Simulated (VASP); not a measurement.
Input of a VASP 6.6.1 run:

File INCAR:

```
SYSTEM = Hf
PREC = Accurate
ENCUT = 520
EDIFF = 1E-7
ISMEAR = -1
SIGMA = 0.08
LREAL = .FALSE.
LASPH = .TRUE.
NELM = 100
ALGO = Normal
ISIF = 2
LWAVE = .FALSE.
LCHARG = .FALSE.
GGA = PS
NBANDS = 11
```

The input KPOINTS:

```
regular mesh
0
G
  15 15 15
  0 0 0
```

The input POSCAR:

```
Hf
1.0
   -1.2866768835      1.2866768835      1.2866768835
    1.2866768835     -1.2866768835      1.2866768835
    1.2866768835      1.2866768835     -1.2866768835
Hf
1
Direct
    0.0000000000      0.0000000000      0.0000000000
```

Potentials or basis: VASP PAW PBE potentials, release 64 (Hf_pv).

The run is started by

```sh
$ cat potpaw_PBE.64/Hf_pv/POTCAR > POTCAR
$ mpirun -np 1 vasp_std > vasp.out
```

**Question.** Estimate the band gap on the k mesh.

**Answer.** Zero (band 5 reaches 16.30 eV, above the bottom of band 6 at 11.31 eV).

**Question.** Estimate the pressure.

**Answer.** 535.9 GPa.

Caveat: the PAW data sets were made with another functional, which shifts forces and pressure a little; spin-orbit coupling is left out, which moves the levels of the heavy elements.
